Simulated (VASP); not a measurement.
# Sn (Immm) in VASP: a series of runs

Runs on Sn. Level: PBEsol. Tasks: single point.

All numbers are computed with VASP 6.6.1; they aren't measurements. Logs are shortened: lines on timing, memory, paths and dates and some standing lists are left out, and cuts for length are marked.

### Step 1. The cell of the first run

Symmetry: Immm, No. 71, orthorhombic system. The conventional cell has a = 3.345 Å, b = 3.440 Å, c = 4.983 Å, α = 90.00°, β = 90.00°, γ = 90.00°. Within 4.4 Å of Sn (site symmetry mmm) lie 12 Sn at 3.35 to 3.46 Å.

### Step 2. Single point, PBEsol

The input, INCAR:

```
ALGO = Fast
EDIFF = 1E-6
ENCUT = 520
GGA = PS
ISIF = 2
ISMEAR = 0
LASPH = T
LCHARG = F
LREAL = F
LWAVE = F
NBANDS = 13
NELM = 80
PREC = Accurate
SIGMA = 0.15
```

The input, KPOINTS:

```
k-points
0
Gamma
  22 22 22
```

The input, POSCAR:

```
Sn
1.0
   -1.6725489275      1.7200244133      2.4917424655
    1.6725489275     -1.7200244133      2.4917424655
    1.6725489275      1.7200244133     -2.4917424655
Sn
1
Direct
    0.0000000000      0.0000000000      0.0000000000
```

Potentials or basis: VASP PAW PBE potentials, release 64 (Sn_d).

Command:

```console
$ cat potpaw_PBE.64/Sn_d/POTCAR > POTCAR
$ mpirun -np 1 vasp_std > vasp.out
```

OUTCAR:

```text
EDIFF = 1E-6
   ENCUT = 520
   GGA = PS
   ISIF = 2
   ISMEAR = 0
   LASPH = T
   LREAL = F
   NELM = 80
   PREC = Accurate

 ion  position               nearest neighbor table
   1  0.000  0.000  0.000-

  LATTYP: Found a body centered orthorhombic cell.
 ALAT       =     3.3450978550
 B/A-ratio  =     1.0283851103
 C/A-ratio  =     1.4897874881

  Lattice vectors:

 A1 = (  -1.6725489275,   1.7200244133,   2.4917424655)
 A2 = (   1.6725489275,  -1.7200244133,   2.4917424655)
 A3 = (   1.6725489275,   1.7200244133,  -2.4917424655)

Analysis of symmetry for initial positions (statically):
=====================================================================
 Subroutine PRICEL returns:
 Original cell was already a primitive cell.

 Routine SETGRP: Setting up the symmetry group for a
 body centered orthorhombic supercell.

 Subroutine GETGRP returns: Found  8 space group operations
 (whereof  8 operations were pure point group operations)
 out of a pool of  8 trial point group operations.

The static configuration has the point symmetry D_2h.

Analysis of symmetry for dynamics (positions and initial velocities):
=====================================================================
 Subroutine PRICEL returns:
 Original cell was already a primitive cell.

 Routine SETGRP: Setting up the symmetry group for a
 body centered orthorhombic supercell.

 Subroutine GETGRP returns: Found  8 space group operations
 (whereof  8 operations were pure point group operations)
 out of a pool of  8 trial point group operations.

The dynamic configuration has the point symmetry D_2h.

 Subroutine INISYM returns: Found  8 space group operations
 (whereof  8 operations are pure point group operations),
 and found     1 'primitive' translations

----------------------------------------------------------------------------------------

                                     Primitive cell

  volume of cell :      28.6732

  direct lattice vectors                    reciprocal lattice vectors
    -1.672548928  1.720024413  2.491742465     0.000000000  0.290693548  0.200662792
     1.672548928 -1.720024413  2.491742465     0.298944917  0.000000000  0.200662792
     1.672548928  1.720024413 -2.491742465     0.298944917  0.290693548  0.000000000

  length of vectors
     3.459000493  3.459000493  3.459000493     0.353225558  0.360046691  0.416978180

  position of ions in fractional coordinates (direct lattice)
     0.000000000  0.000000000  0.000000000

  ion indices of the primitive-cell ions
   primitive index   ion index
                 1           1

----------------------------------------------------------------------------------------

 KPOINTS: k-points

Automatic generation of k-mesh.
 Grid dimensions read from file:
 generate k-points for:   22   22   22

 Generating k-lattice:

  Cartesian coordinates                     Fractional coordinates (reciprocal lattice)
     0.000000000  0.013213343  0.009121036     0.045454545  0.000000000  0.000000000
     0.013588405  0.000000000  0.009121036     0.000000000  0.045454545  0.000000000
     0.013588405  0.013213343  0.000000000     0.000000000  0.000000000  0.045454545

  Length of vectors
     0.016055707  0.016365759  0.018953554

  Shift w.r.t. Gamma in fractional coordinates (k-lattice)
     0.000000000  0.000000000  0.000000000

 Subroutine IBZKPT returns following result:
 ===========================================

 Found   1530 irreducible k-points:

 Following reciprocal coordinates:
            Coordinates               Weight
  0.000000  0.000000  0.000000      1.000000
  0.045455  0.000000 -0.000000      4.000000
  0.090909  0.000000 -0.000000      4.000000
  0.136364  0.000000 -0.000000      4.000000
  0.181818  0.000000 -0.000000      4.000000
  0.227273  0.000000 -0.000000      4.000000
[... 16 lines left out ...]
  0.454545  0.045455  0.000000      8.000000
  0.500000  0.045455  0.000000      8.000000
 [... further k-points ...]
   k-points           NKPTS =   1530   k-points in BZ     NKDIM =   1530   number of bands    NBANDS=     13
   number of dos      NEDOS =    301   number of ions     NIONS =      1
   total plane-waves  NPLWV =  21952
   dimension x,y,z NGX =    28 NGY =   28 NGZ =   28
   dimension x,y,z NGXF=    56 NGYF=   56 NGZF=   56
   ions per type =               1
   NGX,Y,Z   is equivalent  to a cutoff of  13.46, 13.46, 13.46 a.u.
   NGXF,Y,Z  is equivalent  to a cutoff of  26.91, 26.91, 26.91 a.u.
 SYSTEM =  unknown system
   PREC   = accura    normal or accurate (medium, high low for compatibility)
   ISTART =      0    job   : 0-new  1-cont  2-samecut
   ICHARG =      2    charge: 1-file 2-atom 10-const
   ISPIN  =      1    spin polarized calculation?
   LNONCOLLINEAR =      F non collinear calculations
   LSORBIT =      F    spin-orbit coupling
   LASPH  =      T    aspherical Exc in radial PAW
   ENCUT  =  520.0 eV  38.22 Ry    6.18 a.u.   6.43  6.43  6.43*2*pi/ulx,y,z
   NELM   =     80;   NELMIN=  2; NELMDL= -5     # of ELM steps
   EDIFF  = 0.1E-05   stopping-criterion for ELM
   LREAL  =      F    real-space projection
   EDIFFG = 0.1E-04   stopping-criterion for IOM
   NSW    =      0    number of steps for IOM
   IBRION =     -1    ionic relax: 0-MD 1-quasi-New 2-CG
   NFREE  =      0    steps in history (QN), initial steepest desc. (CG)
   ISIF   =      2    stress and relaxation
   ISYM   =      2    0-nonsym 1-usesym 2-fastsym
   POTIM  = 0.5000    time-step for ionic-motion
   TEBEG  =    0.0;   TEEND  =   0.0 temperature during run
   PSTRESS=    0.0 pullay stress
   NELECT =      14.0000    total number of electrons
   NUPDOWN=      -1.0000    fix difference up-down
   EMIN   =  10.00;   EMAX   =-10.00  energy-range for DOS
   EFERMI =   0.00;   METHOD = LEGACY
   ISMEAR =     0;   SIGMA  =   0.15  broadening in eV -4-tet -1-fermi 0-gaus
   EFERMI_NEDOS =   21; number of points for ismear=-14 and -15
   IALGO  =     68    algorithm
   IMIX   =      4    mixing-type and parameters
     AMIX     =   0.40;   BMIX     =  1.00
     AMIX_MAG =   1.60;   BMIX_MAG =  1.00
  volume/ion in A,a.u.               =      28.67       193.50
  Fermi-wavevector in a.u.,A,eV,Ry     =   1.289116  2.436076 22.610433  1.661820
  Thomas-Fermi vector in A             =   2.421028
   LORBIT       =      0    0 simple, 1 ext, 2 COOP (PROOUT), +10 PAW based schemes
   GGA     = PS    functional components
   LHFCALC =     F    Hartree Fock is set to
   AEXX    =    0.0000 exact exchange contribution
   IVDW    =     0    specifies the selected vdW correction
   LEPSILON=     F    determine dielectric tensor
   LRPA    =     F    only Hartree local field effects (RPA)
 non-spin polarized calculation
 RMM-DIIS sequential band-by-band and
 Gauss-broadening in eV      SIGMA  =   0.15
  energy-cutoff  :      520.00
  volume of cell :       28.67
 maximum number of plane-waves:       794
 NGX is ok and might be reduce to    28
   NGX = 13   NGY = 13   NGZ = 13

 number of electron      14.0000000 magnetization

 Free energy of the ion-electron system (eV)
  ---------------------------------------------------
  ext. energy  EPLUGINS =         0.00000000
  ---------------------------------------------------
  free energy    TOTEN  =        -4.20995986 eV

  energy without entropy =       -4.20406149  energy(sigma->0) =       -4.20701067

 E-fermi :   7.3800     XC(G=0): -10.2531

 val. band max:        7.3759024714   @ k =  -0.1364   0.2727   0.0909
 cond. band min:       7.3803006850   @ k =  -0.4545   0.5000   0.2273
 fundamental gap:      0.0043982136
 Fermi energy:         7.3799869715

 k-point     1 :       0.0000    0.0000    0.0000
  band No.  band energies     occupation
      1     -14.0958      2.00000
      2     -14.0789      2.00000
      3     -14.0637      2.00000
      4     -14.0252      2.00000
      5     -14.0008      2.00000
      6      -3.4230      2.00000
      7      14.2733      0.00000
      8      14.5871      0.00000
      9      14.9118      0.00000
     10      17.9609      0.00000
     11      18.5941      0.00000
     12      18.6870      0.00000
     13      19.3070      0.00000

 k-point     2 :       0.0455    0.0000   -0.0000
  band No.  band energies     occupation
      1     -14.0950      2.00000
      2     -14.0783      2.00000
      3     -14.0624      2.00000
      4     -14.0249      2.00000
      5     -14.0010      2.00000
      6      -3.3832      2.00000
      7      13.8596      0.00000
      8      14.4396      0.00000
      9      14.8579      0.00000
     10      17.6199      0.00000
     11      18.7628      0.00000
     12      19.4101      0.00000
     13      19.4152      0.00000

 k-point     3 :       0.0909    0.0000   -0.0000
  band No.  band energies     occupation
      1     -14.0929      2.00000
      2     -14.0767      2.00000
      3     -14.0586      2.00000
      4     -14.0237      2.00000
      5     -14.0012      2.00000
      6      -3.2639      2.00000
      7      12.7642      0.00000
      8      14.2262      0.00000
      9      14.7122      0.00000
     10      17.3459      0.00000
     11      19.0587      0.00000
     12      19.6937      0.00000
     13      20.4966      0.00000

 k-point     4 :       0.1364    0.0000   -0.0000
  band No.  band energies     occupation
      1     -14.0905      2.00000
      2     -14.0746      2.00000
      3     -14.0536      2.00000
      4     -14.0205      2.00000
      5     -14.0006      2.00000
      6      -3.0651      2.00000
      7      11.4377      0.00000
      8      13.9644      0.00000
      9      14.5100      0.00000
     10      17.1596      0.00000
     11      19.3486      0.00000
     12      20.0759      0.00000
     13      20.3865      0.00000

 k-point     5 :       0.1818    0.0000   -0.0000
  band No.  band energies     occupation
      1     -14.0885      2.00000
      2     -14.0731      2.00000
      3     -14.0491      2.00000
      4     -14.0141      2.00000
      5     -13.9980      2.00000
      6      -2.7871      2.00000
      7      10.0691      0.00000
      8      13.6815      0.00000
      9      14.2859      0.00000
     10      17.0161      0.00000
     11      19.1789      0.00000
     12      20.2948      0.00000
     13      20.4151      0.00000

 k-point     6 :       0.2273    0.0000   -0.0000
  band No.  band energies     occupation
      1     -14.0871      2.00000
      2     -14.0730      2.00000
      3     -14.0467      2.00000
      4     -14.0044      2.00000
      5     -13.9921      2.00000
      6      -2.4307      2.00000
      7       8.7248      0.00000
      8      13.4045      0.00000
      9      14.0652      0.00000
     10      16.9088      0.00000
     11      18.7266      0.00000
     12      20.0235      0.00000
     13      20.1490      0.00000

 k-point     7 :       0.2727    0.0000    0.0000
  band No.  band energies     occupation
      1     -14.0867      2.00000
      2     -14.0740      2.00000
      3     -14.0470      2.00000
      4     -13.9923      2.00000
      5     -13.9832      2.00000
      6      -1.9981      2.00000
      7       7.4349      0.60470
      8      13.1512      0.00000
      9      13.8639      0.00000
     10      16.8374      0.00000
     11      18.2835      0.00000
     12      19.5793      0.00000
     13      19.6387      0.00000
[... 193 lines left out ...]
 k-point    20 :       0.3182    0.0455   -0.0000
  band No.  band energies     occupation
      1     -14.0866      2.00000
      2     -14.0738      2.00000
      3     -14.0494      2.00000
      4     -13.9804      2.00000
      5     -13.9661      2.00000
      6      -1.2800      2.00000
      7       5.8768      2.00000
      8      12.6902      0.00000
      9      13.4043      0.00000
     10      16.9611      0.00000
     11      17.3792      0.00000
     12      18.5831      0.00000
     13      20.3061      0.00000

 k-point    21 :       0.3636    0.0455   -0.0000
  band No.  band energies     occupation
      1     -14.0875      2.00000
      2     -14.0749      2.00000
      3     -14.0520      2.00000
      4     -13.9683      2.00000
      5     -13.9580      2.00000
      6      -0.7001      2.00000
      7       4.7881      2.00000
      8      12.5676      0.00000
      9      13.2132      0.00000
     10      16.9490      0.00000
     11      17.0964      0.00000
     12      18.3607      0.00000
     13      19.8967      0.00000

 k-point    22 :       0.4091    0.0455   -0.0000
  band No.  band energies     occupation
      1     -14.0887      2.00000
      2     -14.0754      2.00000
      3     -14.0543      2.00000
      4     -13.9585      2.00000
      5     -13.9523      2.00000
      6      -0.1040      2.00000
      7       3.8413      2.00000
      8      12.4715      0.00000
      9      13.0864      0.00000
     10      16.8505      0.00000
     11      17.0016      0.00000
     12      18.2543      0.00000
     13      19.5513      0.00000

 k-point    23 :       0.4545    0.0455    0.0000
  band No.  band energies     occupation
      1     -14.0894      2.00000
      2     -14.0756      2.00000
      3     -14.0557      2.00000
      4     -13.9522      2.00000
      5     -13.9498      2.00000
      6       0.3891      2.00000
      7       3.1580      2.00000
      8      12.3974      0.00000
      9      13.0341      0.00000
     10      16.6983      0.00000
     11      17.0739      0.00000
     12      18.2480      0.00000
     13      19.2892      0.00000

 k-point    24 :       0.5000    0.0455    0.0000
  band No.  band energies     occupation
      1     -14.0892      2.00000
      2     -14.0759      2.00000
      3     -14.0559      2.00000
      4     -13.9517      2.00000
      5     -13.9490      2.00000
      6       0.4863      2.00000
      7       3.0322      2.00000
      8      12.3503      0.00000
      9      13.0539      0.00000
     10      16.6110      0.00000
     11      17.2077      0.00000
     12      18.3082      0.00000
     13      19.1369      0.00000

 [... further k-points ...]
[... 5 lines left out ...]
  --------------------------------------------------------------------------------------
  -------------------------------------------------------------------------------------
  Total       -0.5411616     -0.7000600     -0.6622848      0.0000000      0.0000000      0.0000000
  in kB      -30.2385525    -39.1173353    -37.0065634      0.0000000      0.0000000      0.0000000
  external PRESSURE =     -35.4541504 kB  Pullay stress =       0.0000000 kB

 VOLUME and BASIS-vectors are now :
 -----------------------------------------------------------------------------
  energy-cutoff  :      520.00
  volume of cell :       28.67
      direct lattice vectors                 reciprocal lattice vectors
    -1.672548928  1.720024413  2.491742465     0.000000000  0.290693548  0.200662792
     1.672548928 -1.720024413  2.491742465     0.298944917  0.000000000  0.200662792
     1.672548928  1.720024413 -2.491742465     0.298944917  0.290693548  0.000000000

 POSITION                                       TOTAL-FORCE (eV/Angst)
 -----------------------------------------------------------------------------------
      0.00000      0.00000      0.00000        -0.000000      0.000000      0.000000
 -----------------------------------------------------------------------------------
    total drift:                               -0.000000     -0.000000     -0.000000

  FREE ENERGIE OF THE ION-ELECTRON SYSTEM (eV)
  ---------------------------------------------------
  free  energy   TOTEN  =        -4.2099598633 eV

  energy  without entropy=       -4.2040614852  energy(sigma->0) =       -4.20701067
```

It took 6.4 min on 1 thread of Intel Xeon Platinum 8559C (Emerald Rapids), shared host; peak memory 0.59 GiB.

What came out:

```
Free energy            : -4.2100 eV
Pressure               : -3.5 GPa
Band gap on the k mesh : zero (band 7 reaches 14.27 eV, above the bottom of band 8 at 5.29 eV)
```

Levels at points of the mesh, in eV from the Fermi level:
| k point | band 5 | band 6 | band 7 | band 8 | band 9 | band 10 |
| --- | --- | --- | --- | --- | --- | --- |
| (0.00, 0.00, 0.00) | -21.38 | -10.80 | 6.89 | 7.21 | 7.53 | 10.58 |
| (0.50, 0.00, 0.00) | -21.33 | -6.90 | -4.43 | 5.14 | 5.99 | 9.38 |
| (0.00, 0.50, 0.00) | -21.31 | -6.62 | -4.37 | 5.04 | 5.53 | 9.40 |
| (0.50, 0.50, 0.00) | -21.30 | -4.82 | -3.34 | 1.68 | 1.94 | 5.03 |
| (0.50, 0.50, 0.50) | -21.31 | -5.36 | -3.65 | 1.94 | 2.63 | 5.37 |

Caveat: the PAW data sets were made with another functional, which shifts forces and pressure a little; spin-orbit coupling is left out, which moves the levels of the heavy elements.

### Step 3. Single point, PBEsol

The input, INCAR:

```
SYSTEM = Sn
PREC     = Accurate       ! precision mode
ENCUT    = 520            ! plane-wave cutoff, eV
EDIFF    = 1E-6           ! SCF threshold, eV
ISMEAR   = 0              ! smearing method
SIGMA    = 0.15           ! smearing width, eV
LREAL    = .False.        ! projectors in reciprocal space
LASPH    = .True.         ! aspherical terms in the spheres
NELM     = 80             ! most SCF steps
ALGO     = Fast           ! electronic algorithm
ISIF     = 2              ! what is computed and relaxed
LWAVE    = .False.        ! write WAVECAR
LCHARG   = .False.        ! write CHGCAR
GGA      = PS             ! functional
NBANDS   = 13             ! bands
```

The input, KPOINTS:

```
Automatic mesh
0
Gamma
  22 22 22
  0 0 0
```

The input, POSCAR:

```
Sn
1.0
   -1.6986867263      1.7469041365      2.4156512206
    1.6986867263     -1.7469041365      2.4156512206
    1.6986867263      1.7469041365     -2.4156512206
Sn
1
Direct
    0.0000000000      0.0000000000      0.0000000000
```

Potentials or basis: VASP PAW PBE potentials, release 64 (Sn_d).

Command:

```console
$ cat potpaw_PBE.64/Sn_d/POTCAR > POTCAR
$ mpirun -np 1 vasp_std > vasp.out
```

Wall time 6 min (1 thread of Intel Xeon Platinum 8488C (Sapphire Rapids), shared host); peak memory 0.6 GiB.

Results (log left out):

```
Free energy            : -4.2105 eV
Pressure               : -3.6 GPa
Band gap on the k mesh : zero (band 7 reaches 14.31 eV, above the bottom of band 8 at 5.46 eV)
```

Stress tensor (GPa, compression positive):
```
-3.21  0.00  0.00
 0.00 -3.86  0.00
 0.00  0.00 -3.59
```

Levels at points of the mesh, in eV from the Fermi level:
```csv
k point,band 3,band 4,band 5,band 6,band 7,band 8,band 9,band 10,band 11,band 12
"(0.00, 0.00, 0.00)",-21.45,-21.39,-21.39,-10.80,6.93,7.18,7.52,10.56,11.14,11.44
"(0.50, 0.00, 0.00)",-21.45,-21.33,-21.32,-6.89,-4.43,5.60,5.60,9.91,9.98,10.41
"(0.00, 0.50, 0.00)",-21.44,-21.33,-21.32,-6.63,-4.37,5.16,5.40,9.49,9.82,10.01
"(0.50, 0.50, 0.00)",-21.33,-21.31,-21.31,-5.04,-3.47,1.97,2.02,5.24,5.70,19.60
"(0.50, 0.50, 0.50)",-21.33,-21.31,-21.31,-4.93,-3.40,1.56,2.22,4.97,5.78,19.62
```

Caveat: the PAW data sets were made with another functional, which shifts forces and pressure a little; spin-orbit coupling is left out, which moves the levels of the heavy elements.
